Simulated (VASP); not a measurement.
Wanted: the native input for a VASP 6.6.1 run.

```yaml
Task: single point
Functional: PBE
Potentials_or_basis: VASP PAW PBE potentials, release 64 (Pt)
Cutoff: 520 eV
k_mesh: 8 × 8 × 8
Occupations: gaussian, width 0.1 eV
Spin: no spin polarisation
Dipole_correction: no
Further_INCAR_settings: ALGO = Normal; EDIFF = 1e-07; NBANDS = 11
```

The structure of Pt lies in POSCAR:

```
Pt
1.0
    0.0000000000      1.9836737127      1.9836737127
    1.9836737127      0.0000000000      1.9836737127
    1.9836737127      1.9836737127      0.0000000000
Pt
1
Direct
    0.0000000000      0.0000000000      0.0000000000
```

These files were run (other wordings do the same):

INCAR

```
SYSTEM = Pt
  ALGO = Normal
  EDIFF = 1E-7
  ENCUT = 520
  GGA = PE
  ISIF = 2
  ISMEAR = 0
  LASPH = .TRUE.
  LCHARG = .TRUE.
  LELF = .TRUE.
  LREAL = .FALSE.
  LVHAR = .TRUE.
  LWAVE = .FALSE.
  NBANDS = 11
  NELM = 100
  PREC = Accurate
  SIGMA = 0.1
```

KPOINTS

```
k-points
0
G
  8 8 8
  0 0 0
```

Potentials or basis: VASP PAW PBE potentials, release 64 (Pt).

The run is started by

```sh
$ cat potpaw_PBE.64/Pt/POTCAR > POTCAR
$ mpirun -np 1 vasp_std > vasp.out
```

Results of the run:

```
Pressure               : -0.6 GPa
Band gap on the k mesh : zero (band 5 reaches 11.03 eV, above the bottom of band 6 at 8.94 eV)
```

Caveat: spin-orbit coupling is left out, which moves the levels of the heavy elements.

Wall time 5 s on 1 thread of Intel(R) Xeon(R) Platinum 8259CL CPU @ 2.50GHz (Skylake/Cascade Lake), on a shared host, peak memory 0.14 GiB.
